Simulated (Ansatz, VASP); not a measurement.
Si2Mo: VASP beside Ansatz

Contents of INCAR:

```
SYSTEM = Si2Mo
PREC = Accurate ; ENCUT = 520
EDIFF = 1E-6 ; ISMEAR = 0
SIGMA = 0.05 ; LREAL = .FALSE.
LASPH = .TRUE. ; NELM = 100
ALGO = Normal ; ISIF = 2
LWAVE = .FALSE. ; LCHARG = .FALSE.
NBANDS = 18
```

The input KPOINTS:

```
Automatic mesh
0
G
  14 14 14
  0 0 0
```

The input POSCAR:

```
Si2Mo
1.0
   -1.6085189520      1.6085189520      3.9365666220
    1.6085189520     -1.6085189520      3.9365666220
    1.6085189520      1.6085189520     -3.9365666220
Si Mo
2 1
Direct
    0.3351149525      0.3351149525      0.0000000000
    0.6648850475      0.6648850475      0.0000000000
    0.0000000000      0.0000000000      0.0000000000
```

Input for Ansatz:

```yaml
crystal:
  lattice:
    - [-1.608518952, 1.608518952, 3.936566622]
    - [1.608518952, -1.608518952, 3.936566622]
    - [1.608518952, 1.608518952, -3.936566622]
  atoms:
    - { symbol: Si, position: [0.3351149525, 0.3351149525, 0.0] }
    - { symbol: Si, position: [0.6648850475, 0.6648850475, 0.0] }
    - { symbol: Mo, position: [0.0, 0.0, 0.0] }
basis:
  ecutwfc: 420
  ecutrho_ratio: 4
kpoints:
  mp_grid: { grid: [14, 14, 14] }
hamiltonian:
  xc: lda
scf:
  occupations: { method: gaussian, width: 0.05 }
output:
  forces: true
  stress: true
  eigenvalues: true
  populations: true
```

Alike in both runs: task single point; functional LDA; k mesh 14 × 14 × 14; occupations gaussian, width 0.05 eV; no spin polarisation.

|  | VASP | Ansatz |
| --- | --- | --- |
| version | VASP 6.6.1 | Ansatz 0.2.0 |
| potentials or method | VASP PAW LDA potentials, release 64 (Si, Mo_sv), cutoff 520 eV | scalar-relativistic, plane waves, PAW |
| valence electrons in the cell | 22 | 22 |

Ansatz gave:

* gap on the k mesh at the Fermi level (eV): none
* pressure (GPa): -8.2
* traceless stress, the component that is largest in VASP (GPa): -0.41
* rms of the force components (eV/Å): 0.052

Task: What did VASP give for the same quantities?

Result: gap on the k mesh at the Fermi level (eV): none; pressure (GPa): -7.6; traceless stress, the component that is largest in VASP (GPa): -0.38; rms of the force components (eV/Å): 0.046.

LDA's correlation is that of Perdew and Zunger in VASP and of Perdew and Wang (1992) in Ansatz. Atom by atom the forces differ by 0.005 eV/Å (rms over components). A gap of «none» marks a metal or a gap that the smearing closes.
